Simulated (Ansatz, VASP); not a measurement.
SnO2: VASP beside Ansatz

Contents of POSCAR:

```
SnO2
1.0
    1.6170930752      0.9336291223      4.4165451773
   -1.6170930752      0.9336291223      4.4165451773
    0.0000000000     -1.8672582446      4.4165451773
Sn O
1 2
Direct
    0.5000000000      0.5000000000      0.5000000000
    0.2371700000      0.2371700000      0.2371700000
    0.7628300000      0.7628300000      0.7628300000
```

The input INCAR.step1:

```
PREC     = Accurate       # precision mode
ENCUT    = 520            # plane-wave cutoff, eV
ISMEAR   = 0              # smearing method
SIGMA    = 0.05           # smearing width, eV
LREAL    = False          # projectors in reciprocal space
LASPH    = True           # aspherical terms in the spheres
NELM     = 60             # most SCF steps
NBANDS   = 20             # bands
GGA      = PE             # functional
ALGO     = Normal         # electronic algorithm
EDIFF    = 1E-4           # SCF threshold, eV
LWAVE    = True           # write WAVECAR
LCHARG   = False          # write CHGCAR
```

INCAR.step2

```
PREC     = Accurate       # precision mode
ENCUT    = 520            # plane-wave cutoff, eV
EDIFF    = 1E-6           # SCF threshold, eV
ISMEAR   = 0              # smearing method
SIGMA    = 0.05           # smearing width, eV
LREAL    = False          # projectors in reciprocal space
LASPH    = True           # aspherical terms in the spheres
NELM     = 60             # most SCF steps
ALGO     = Normal         # electronic algorithm
ISIF     = 2              # what is computed and relaxed
LWAVE    = False          # write WAVECAR
LCHARG   = False          # write CHGCAR
METAGGA  = R2SCAN         # meta-GGA
LMIXTAU  = True         
NBANDS   = 20             # bands
ISTART   = 1
```

Contents of KPOINTS:

```
regular mesh
0
Gamma
  12 12 12
```

Input for Ansatz:

```yaml
crystal:
  lattice:
    - [1.6170930752, 0.9336291223, 4.4165451773]
    - [-1.6170930752, 0.9336291223, 4.4165451773]
    - [0.0, -1.8672582446, 4.4165451773]
  atoms:
    - { symbol: Sn, position: [0.5, 0.5, 0.5] }
    - { symbol: O, position: [0.23717, 0.23717, 0.23717] }
    - { symbol: O, position: [0.76283, 0.76283, 0.76283] }
basis:
  ecutwfc: 500
kpoints:
  mp_grid: { grid: [12, 12, 12] }
hamiltonian:
  xc: r2scan
scf:
  occupations: { method: gaussian, width: 0.05 }
output:
  forces: true
  stress: true
  eigenvalues: true
  write_density: true
  write_potential: true
  elf: true
  volumetric_format: npy
```

Change from the starting cell: strain +0.000 along x and y, -0.080 along z, atoms carried along.

Alike in both runs: task single point; functional r2SCAN; k mesh 12 × 12 × 12; occupations gaussian, width 0.05 eV; no spin polarisation.

```csv
,VASP,Ansatz
version,VASP 6.6.1,Ansatz 0.2.0
potentials or method,"VASP PAW PBE potentials, release 64 (Sn_d, O), cutoff 520 eV","scalar-relativistic, plane waves, PAW"
valence electrons in the cell,26,26
```

VASP gave:

| Quantity | Value |
| --- | --- |
| gap on the k mesh at the Fermi level (eV) | 2.46 |
| least direct gap on the mesh (eV) | 2.57 |
| pressure (GPa) | 1.5 |
| traceless stress, the component that is largest in VASP (GPa) | 1.41 |
| rms of the force components (eV/Å) | 0.276 |

Problem. What did Ansatz give for the same quantities?

Solution. gap on the k mesh at the Fermi level (eV): 2.46; least direct gap on the mesh (eV): 2.56; pressure (GPa): 0.3; traceless stress, the component that is largest in VASP (GPa): 2.17; rms of the force components (eV/Å): 0.236.

VASP's potentials were made for PBE, not for r2SCAN. Atom by atom the forces differ by 0.040 eV/Å (rms over components). With one functional, cell and mesh, what is left measures potentials, basis and numerics.
